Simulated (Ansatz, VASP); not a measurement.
## One calculation of Sn, two programs

```xyz
6
Lattice="-3.9315 3.9315 3.9315 3.9315 -3.9315 3.9315 3.9315 3.9315 -3.9315" Properties=species:S:1:pos:R:3 pbc="T T T"
Sn    0.0000    3.9315    1.9658
Sn    3.9315    0.0000    1.9658
Sn    1.9658    3.9315    0.0000
Sn    0.0000    1.9658    3.9315
Sn    1.9658    0.0000    3.9315
Sn    3.9315    1.9658    0.0000
```

Alike in both runs: task relaxation of cell and atoms; functional PBE; k mesh 4 × 4 × 4; occupations gaussian, width 0.1 eV; no spin polarisation.

|  | VASP | Ansatz |
| --- | --- | --- |
| version | VASP 6.6.1 | Ansatz 0.2.0 |
| potentials or method | VASP PAW PBE potentials, release 64 (Sn_d), cutoff 600 eV | scalar-relativistic, plane waves, PAW |
| valence electrons in the cell | 84 | 84 |

|  | VASP | Ansatz | Ansatz less VASP |
| --- | --- | --- | --- |
| gap on the k mesh at the Fermi level, each at its own relaxed structure (eV) | none | none | - |
| relaxed volume (Å³/atom) | 45.94 | 46.19 | +0.249 |
| relaxed cell length with the largest relative difference (Å) | 7.101 | 7.114 | +0.0128 |

A gap of «none» marks a metal or a gap that the smearing closes.
